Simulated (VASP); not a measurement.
Set up this calculation in VASP 6.6.1, as the native input.

```
Task                   : single point
Functional             : PBE
Potentials or basis    : VASP PAW PBE potentials, release 64 (Ag, Sb)
Cutoff                 : 520 eV
k mesh                 : 2 × 2 × 2, shifted
Occupations            : gaussian, width 0.1 eV
Spin                   : no spin polarisation
Dipole correction      : no
Further INCAR settings : LREAL = Auto; ALGO = Normal; EDIFF = 1e-07; NBANDS = 60; ISYM = 0
```

The structure of AgSb7 lies in POSCAR:

```
AgSb7
1.0
    8.1111857510      0.5364561162      0.2354201035
    0.5364561162      7.9775972810      0.0789557487
    0.2354201035      0.0789557487      7.4583036757
Ag Sb
2 14
Direct
   -0.0373926189      0.5056084746     -0.0367529730
    0.0037434531      0.4540568718      0.5948520177
    0.1356767101     -0.0029082259      0.9844483192
    0.5623976470      0.9427593679     -0.0133677464
   -0.1354020489      0.9653789901      0.4934544480
    0.1855956139      0.3904366936      0.2651595828
    0.4766111858      0.4710783879     -0.0491940575
    0.4226444215      1.1025098961      0.3935543834
    0.8381049743      0.2877212854      0.2746616774
    0.2210715404      0.8301826240      0.3906111874
    0.2796036481      0.2390729141      0.7477264120
    0.5447242794      0.5487087014      0.3776959514
    0.7967314239      0.7395576028      0.2088589521
    0.8017459584      0.1749778204      0.8830933940
    0.2020172853      0.6909551872      0.7735490151
    0.6946915698      0.6605659991      0.7163489601
```

These files were run (other wordings do the same):

INCAR

```
ALGO     = Normal         # electronic algorithm
EDIFF    = 1E-7           # SCF threshold, eV
ENCUT    = 520            # plane-wave cutoff, eV
GGA      = PE             # functional
ISIF     = 2              # what is computed and relaxed
ISMEAR   = 0              # smearing method
ISYM     = 0            
LASPH    = T              # aspherical terms in the spheres
LCHARG   = T              # write CHGCAR
LELF     = T              # ELF
LREAL    = Auto         
LVHAR    = T            
LWAVE    = F              # write WAVECAR
NBANDS   = 60             # bands
NELM     = 100            # most SCF steps
PREC     = Accurate       # precision mode
SIGMA    = 0.1            # smearing width, eV
```

KPOINTS

```
Automatic mesh
0
Gamma
  2 2 2
  0.5 0.5 0.5
```

Potentials or basis: VASP PAW PBE potentials, release 64 (Ag, Sb).

Command:

```console
$ cat potpaw_PBE.64/Ag/POTCAR potpaw_PBE.64/Sb/POTCAR > POTCAR
$ mpirun -np 1 vasp_std > vasp.out
```

Results of the run:

- Pressure: 0.0 GPa
- Largest force: 0.046 eV/Å
- Band gap on the k mesh: zero (bands 46 and 47 overlap by 0.22 eV)

Caveat: the k points lie up to 0.42 Å⁻¹ apart; spin-orbit coupling is left out, which moves the levels of the heavy elements.

Run time: 86 s on 1 thread of Intel(R) Xeon(R) 6975P-C (Granite Rapids), on a shared host, peak memory 0.49 GiB.
